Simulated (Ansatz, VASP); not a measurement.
This is a calculation of Ta3Cu for VASP 6.6.1.

The input INCAR:

```
SYSTEM = Ta3Cu
ALGO = Normal ; EDIFF = 1E-7
EDIFFG = -0.01 ; ENCUT = 600
GGA = PS ; IBRION = 2
ISIF = 3 ; ISMEAR = -1
LASPH = .True. ; LCHARG = .False.
LREAL = .False. ; LWAVE = .False.
NELM = 80 ; NSW = 60
PREC = Accurate ; SIGMA = 0.05
```

File KPOINTS:

```
k-points
0
Gamma
  7 7 7
  0 0 0
```

The input POSCAR:

```
Ta3Cu
1.0
   -2.0065070000      2.0065070000      4.2081700000
    2.0065070000     -2.0065070000      4.2081700000
    2.0065070000      2.0065070000     -4.2081700000
Ta Cu
3 1
Direct
    0.5000000000      0.5000000000      0.0000000000
    0.2500000000      0.7500000000      0.5000000000
    0.7500000000      0.2500000000      0.5000000000
    0.0000000000      0.0000000000      0.0000000000
```

Potentials or basis: VASP PAW PBE potentials, release 64 (Ta_pv, Cu).

The run is started by

```console
$ cat potpaw_PBE.64/Ta_pv/POTCAR potpaw_PBE.64/Cu/POTCAR > POTCAR
$ mpirun -np 1 vasp_std > vasp.out
```

Question: Set up the same calculation for Ansatz 0.2.0. Potentials there: Ansatz PAW.

Answer: As run (the cutoff follows the program's own potentials):

The input input.yaml:

```yaml
crystal:
  lattice:
    - [-2.006507, 2.006507, 4.20817]
    - [2.006507, -2.006507, 4.20817]
    - [2.006507, 2.006507, -4.20817]
  atoms:
    - { symbol: Ta, position: [0.5, 0.5, 0.0] }
    - { symbol: Ta, position: [0.25, 0.75, 0.5] }
    - { symbol: Ta, position: [0.75, 0.25, 0.5] }
    - { symbol: Cu, position: [0.0, 0.0, 0.0] }
hamiltonian:
  xc: pbesol
  pseudopotentials: { kind: paw }
kpoints:
  mp_grid: { grid: [7, 7, 7] }
scf:
  occupations: { method: fermi_dirac, width: 0.05 }
output:
  forces: true
  stress: true
  eigenvalues: true
relax:
  f_tol: 0.01
  max_steps: 40
  cell: { stress_tol: 0.05 }
```

Potentials or basis: Ansatz PAW.

The run is started by

```sh
$ ansatz run input.yaml --threads 2 --pin off --max-ram 5632MiB --backend cpu --events-out ev --progress --plain --runs-dir out
```

Both were run:

|  | VASP | Ansatz | Ansatz less VASP |
| --- | --- | --- | --- |
| gap on the k mesh at the Fermi level, each at its own relaxed structure (eV) | none | none | - |
| relaxed volume (Å³/atom) | 16.38 | 16.36 | -0.026 |
| relaxed cell length with the largest relative difference (Å) | 5.001 | 5.001 | -0.0001 |

VASP's potentials were made for PBE, not for PBEsol. A gap of «none» marks a metal or a gap that the smearing closes. VASP's potentials hold 44 valence electrons a cell and Ansatz's 58, so a difference there can come from the potentials and not from the codes.

Neither program's run includes spin-orbit coupling. Noted on Ansatz's run: the plane-wave basis is chosen anew once the cell has moved, so the energies of steps on either side of that aren't comparable.
